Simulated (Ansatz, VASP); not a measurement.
Ti: VASP beside Ansatz

```xyz
6
Lattice="2.9397 0.0000 0.0000 0.0000 4.6541 0.0000 0.0000 0.0000 12.7622" Properties=species:S:1:pos:R:3 pbc="T T T"
Ti    2.2048    3.4906    3.5000
Ti    0.7349    1.1635    4.3480
Ti    0.7349    3.4906    5.9162
Ti    2.2048    1.1635    6.8460
Ti    2.2048    3.4906    8.4142
Ti    0.7349    1.1635    9.2622
```

Alike in both runs: task single point; functional PBE; k mesh 12 × 8 × 1; occupations fermi-dirac, width 0.1 eV; no spin polarisation.

|  | VASP | Ansatz |
| --- | --- | --- |
| version | VASP 6.6.1 | Ansatz 0.2.0 |
| potentials or method | VASP PAW PBE potentials, release 64 (Ti_sv), cutoff 520 eV | all-electron LAPW, scalar-relativistic |

Ansatz gave:

* rms of the force components (eV/Å): 0.005

Problem. What did VASP give for the same quantities?

Solution. rms of the force components (eV/Å): 0.008.

Atom by atom the forces differ by 0.007 eV/Å (rms over components). Ansatz ran all-electron here, and VASP with PAW potentials. Ansatz's warnings: vacuum density over bound.
